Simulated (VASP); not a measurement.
A run of VASP 6.6.1 is set up as follows.

File INCAR:

```
SYSTEM = AlNi3
ALGO = Normal
EDIFF = 1E-8
ENCUT = 520
GGA = PS
IBRION = 8
ISIF = 2
ISMEAR = -1
ISPIN = 2
LASPH = .TRUE.
LCHARG = .TRUE.
LMAXMIX = 4
LORBIT = 11
LREAL = .FALSE.
LWAVE = .FALSE.
MAGMOM = 1 1 1 0
NELM = 150
NSW = 1
PREC = Accurate
SIGMA = 0.05
```

The input KPOINTS:

```
k-points
0
G
  6 6 6
  0 0 0
```

The input POSCAR:

```
AlNi3
1.0
    3.5230547267      0.0000000000      0.0000000000
    0.0000000000      3.5230547267      0.0000000000
    0.0000000000      0.0000000000      3.5230547267
Ni Al
3 1
Direct
    0.5000000000      0.5000000000      0.0000000000
    0.5000000000      0.0000000000      0.5000000000
    0.0000000000      0.5000000000      0.5000000000
    0.0000000000      0.0000000000      0.0000000000
```

Potentials or basis: VASP PAW PBE potentials, release 64 (Ni, Al).

Run with:

```bash
$ cat potpaw_PBE.64/Ni/POTCAR potpaw_PBE.64/Al/POTCAR > POTCAR
$ mpirun -np 1 vasp_std > vasp.out
```

Task: Predict the highest phonon frequency at Γ, LO-TO splitting left out.

Result: 342 cm⁻¹.

Task: Predict the net moment.

Result: 0.66 μB per cell.

Task: Estimate the site moments.

Result: Ni +0.23; Al -0.01 μB.

Phonon frequencies in cm⁻¹ (negative: imaginary):
| q point | frequencies |
| --- | --- |
| (0.000, 0.000, 0.000) | 0 0 0 211 211 211 231 231 231 342 342 342 |
